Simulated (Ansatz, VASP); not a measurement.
## TaTiN in VASP and in Ansatz

```xyz
6
Lattice="3.9017 0.0000 0.0000 0.0000 3.9017 0.0000 0.0000 0.0000 5.6971" Properties=species:S:1:pos:R:3 pbc="T T T"
Ti    0.0000    0.0000    4.2728
Ti    0.0000    0.0000    1.4243
Ta    1.9508    1.9508    0.0000
Ta    1.9508    1.9508    2.8485
N     1.9508    0.0000    2.8485
N     0.0000    1.9508    0.0000
```

Change from the starting cell: species swapped into the TbCoC type (P4_2/mmc, No. 131).

Alike in both runs: functional PBE; k mesh 6 × 6 × 4; occupations gaussian, width 0.1 eV; collinear spin.

Ansatz relaxed the structure, and its values are those at the end. VASP's run is a single point on that final structure, the one shown.

```csv
,VASP,Ansatz
version,VASP 6.6.1,Ansatz 0.2.0
potentials or method,"VASP PAW PBE potentials, release 64 (Ti_sv, Ta_sv_GW, N), cutoff 700 eV","scalar-relativistic, plane waves, PAW"
valence electrons in the cell,60,60
```

|  | VASP | Ansatz | Ansatz less VASP |
| --- | --- | --- | --- |
| gap on the k mesh at the Fermi level (eV) | none | none | - |
| pressure (GPa) | 0.1 | 0.1 | 0.00 |
| net moment per atom (μB) | 0.00 | 0.00 | 0.000 |

A gap of «none» marks a metal or a gap that the smearing closes. With one functional, cell and mesh, what is left measures potentials, basis and numerics. Ansatz's warnings: seeded moment not kept.

Spin-orbit coupling is off throughout.
